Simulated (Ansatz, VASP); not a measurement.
## Two plane-wave programs on Sb

The input INCAR:

```
SYSTEM = Sb
ALGO = Normal
EDIFF = 1E-6
ENCUT = 520
GGA = PE
ISIF = 2
ISMEAR = 1
LASPH = .True.
LCHARG = .False.
LREAL = .False.
LWAVE = .False.
NBANDS = 12
NELM = 100
PREC = Accurate
SIGMA = 0.03
```

The input KPOINTS:

```
k-points
0
Gamma
  9 9 9
  0 0 0
```

File POSCAR:

```
Sb
1.0
    2.1879029667      1.2631863668      3.8431731385
   -2.1879029667      1.2631863668      3.8431731385
    0.0000000000     -2.5263727336      3.8431731385
Sb
2
Direct
    0.2326795448      0.2326795448      0.2326795448
    0.7673204552      0.7673204552      0.7673204552
```

Input for Ansatz:

```yaml
crystal:
  lattice:
    - [2.1879029667, 1.2631863668, 3.8431731385]
    - [-2.1879029667, 1.2631863668, 3.8431731385]
    - [0.0, -2.5263727336, 3.8431731385]
  atoms:
    - { symbol: Sb, position: [0.2326795448, 0.2326795448, 0.2326795448] }
    - { symbol: Sb, position: [0.7673204552, 0.7673204552, 0.7673204552] }
hamiltonian:
  xc: pbe
  pseudopotentials:
    kind: paw
    azcp:
      Sb: "pseudopotentials/Sb.paw.azcp"
basis:
  ecutwfc: 420
  fft_grid_basis: typed
kpoints:
  mp_grid: { grid: [9, 9, 9], shift: [0, 0, 0] }
magnetization:
  spin_polarized: false
scf:
  occupations: { method: cold, width: 0.03 }
  lower_state_search: "off"
output:
  stress: true
```

Alike in both runs: task single point; functional PBE; k mesh 9 × 9 × 9; no spin polarisation.

|  | VASP | Ansatz |
| --- | --- | --- |
| version | VASP 6.6.1 | Ansatz 0.2.0 |
| potentials or method | VASP PAW PBE potentials, release 64 (Sb), cutoff 520 eV | plane waves (420 eV) with PAW, scalar-relativistic |
| occupations | methfessel-paxton of order 1, width 0.03 eV | cold, width 0.03 eV |
| valence electrons in the cell | 10 | 30 |

VASP gave:

| Item | Value |
| --- | --- |
| pressure (GPa) | 0.1 |
| traceless stress, the component that is largest in VASP (GPa) | -0.06 |

**Question.** Which values does Ansatz return?

**Answer.** Pressure (GPa): 0.0; traceless stress, the component that is largest in VASP (GPa): -0.04.

VASP's potentials hold 10 valence electrons a cell and Ansatz's 30, so a difference there can come from the potentials and not from the codes.

Spin-orbit coupling is off throughout.
